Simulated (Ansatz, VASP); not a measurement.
Al2O3 in VASP and in Ansatz

INCAR

```
SYSTEM = Al2O3
  AGGAC = 1.0
  AGGAX = 1.0
  ALDAC = 0.0
  ALDAX = 1.0
  ALGO = Normal
  EDIFF = 1E-6
  EDIFFG = -0.01
  ENCUT = 600
  GGA = B5
  IBRION = 2
  ISIF = 3
  ISMEAR = -1
  IVDW = 13
  LASPH = .True.
  LCHARG = .False.
  LREAL = .False.
  LWAVE = .False.
  NELM = 100
  NSW = 60
  PREC = Accurate
  SIGMA = 0.05
  VDW_A1 = 0.44488865
  VDW_A2 = 4.0933009
  VDW_S6 = 1.0
  VDW_S8 = 2.34076671
```

The input KPOINTS:

```
k-points
0
Gamma
  7 7 7
  0 0 0
```

Contents of POSCAR:

```
Al2O3
1.0
    2.3802500000      1.3742379782      4.3318666667
   -2.3802500000      1.3742379782      4.3318666667
    0.0000000000     -2.7484759565      4.3318666667
Al O
4 6
Direct
    0.8521600000      0.8521600000      0.8521600000
    0.6478400000      0.6478400000      0.6478400000
    0.1478400000      0.1478400000      0.1478400000
    0.3521600000      0.3521600000      0.3521600000
    0.0566800000      0.7500000000      0.4433200000
    0.7500000000      0.4433200000      0.0566800000
    0.4433200000      0.0566800000      0.7500000000
    0.9433200000      0.2500000000      0.5566800000
    0.2500000000      0.5566800000      0.9433200000
    0.5566800000      0.9433200000      0.2500000000
```

input.yaml

```yaml
crystal:
  lattice:
    - [2.38025, 1.3742379782, 4.3318666667]
    - [-2.38025, 1.3742379782, 4.3318666667]
    - [0.0, -2.7484759565, 4.3318666667]
  atoms:
    - { symbol: Al, position: [0.85216, 0.85216, 0.85216] }
    - { symbol: Al, position: [0.64784, 0.64784, 0.64784] }
    - { symbol: Al, position: [0.14784, 0.14784, 0.14784] }
    - { symbol: Al, position: [0.35216, 0.35216, 0.35216] }
    - { symbol: O, position: [0.05668, 0.75, 0.44332] }
    - { symbol: O, position: [0.75, 0.44332, 0.05668] }
    - { symbol: O, position: [0.44332, 0.05668, 0.75] }
    - { symbol: O, position: [0.94332, 0.25, 0.55668] }
    - { symbol: O, position: [0.25, 0.55668, 0.94332] }
    - { symbol: O, position: [0.55668, 0.94332, 0.25] }
hamiltonian:
  xc: blyp
  pseudopotentials: { kind: paw }
  dispersion: d4
kpoints:
  mp_grid: { grid: [7, 7, 7] }
scf:
  occupations: { method: fermi_dirac, width: 0.05 }
output:
  forces: true
  stress: true
relax:
  f_tol: 0.01
  max_steps: 40
  cell: { stress_tol: 0.05 }
```

Alike in both runs: task relaxation of cell and atoms; functional BLYP; dispersion D4; k mesh 7 × 7 × 7; occupations fermi-dirac, width 0.05 eV; no spin polarisation.

|  | VASP | Ansatz |
| --- | --- | --- |
| version | VASP 6.6.1 | Ansatz 0.2.0 |
| potentials or method | VASP PAW PBE potentials, release 64 (Al, O) | Ansatz PAW |
| plane-wave cutoff (eV) | 600 | 420 |
| valence electrons in the cell | 48 | 48 |

Ansatz gave:

```
relaxed volume (Å³/atom)                                                      : 8.55
relaxed length of the cell vector where the two differ most in proportion (Å) : 5.140
```

Problem. Estimate VASP's values.

Solution. Relaxed volume (Å³/atom): 8.56; relaxed length of the cell vector where the two differ most in proportion (Å): 5.141.

VASP's potentials were made for PBE, not for BLYP.

Noted on Ansatz's run: Pulay correction over one GPa; odd divisions of the mesh miss points on the zone boundary, where band edges often lie, so the gap on the mesh can be too wide; the plane-wave basis is chosen anew once the cell has moved, so the energies of steps on either side of that aren't comparable.
